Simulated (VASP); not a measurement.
**InGa3P4: single point with PBE**

The system is InGa3P4.

```xyz
8
Lattice="5.7311 0.0000 0.0000 0.0000 5.7311 0.0000 0.0000 0.0000 5.7311" Properties=species:S:1:pos:R:3 pbc="T T T"
In    2.8656    2.8656    2.8656
Ga    0.0000    0.0000    2.8656
Ga    0.0000    2.8656    0.0000
Ga    2.8656    0.0000    0.0000
P     4.3538    4.3538    4.3538
P     4.3538    1.3774    1.3774
P     1.3774    4.3538    1.3774
P     1.3774    1.3774    4.3538
```

This cell differs from its parent crystal: volume scaled by 1.06, then relaxed in part.

```yaml
Program: VASP 6.6.1
Task: single point
Functional: PBE
Potentials_or_basis: VASP PAW PBE potentials, release 64 (In_d, Ga_d, P)
Cutoff: 520 eV
k_mesh: 6 × 6 × 6
Occupations: gaussian, width 0.02 eV
Spin: no spin polarisation
```

```
Pressure               : -3.7 GPa
Largest force          : 0.017 eV/Å
Band gap on the k mesh : 0.68 eV, direct
```

Forces on the atoms (eV/Å):
```
In   0.000  0.000  0.000
Ga   0.000  0.000  0.000
Ga   0.000  0.000  0.000
Ga   0.000  0.000  0.000
P   -0.010 -0.010 -0.010
P   -0.010  0.010  0.010
P    0.010 -0.010  0.010
P    0.010  0.010 -0.010
```

Levels at points of the mesh, in eV from the valence-band top:
| k point | band 33 | band 34 | band 35 | band 36 | band 37 | band 38 | band 39 | band 40 |
| --- | --- | --- | --- | --- | --- | --- | --- | --- |
| (0.00, 0.00, 0.00) | -2.23 | 0.00 | 0.00 | 0.00 | 0.68 | 1.86 | 1.86 | 1.86 |
| (0.50, 0.00, 0.00) | -1.56 | -1.56 | -1.21 | -1.21 | 2.22 | 2.32 | 3.23 | 3.41 |
| (0.50, 0.50, 0.00) | -1.31 | -1.02 | -0.85 | -0.85 | 2.62 | 2.62 | 3.14 | 3.16 |
| (0.50, 0.50, 0.50) | -1.04 | -0.70 | -0.70 | -0.70 | 1.19 | 1.19 | 1.19 | 1.72 |

Run time: 3 min on 1 thread of Intel Xeon 6975P-C, with other jobs on the host, peak memory 0.42 GiB.

Caveat: spin-orbit coupling is left out, which moves the levels of the heavy elements.
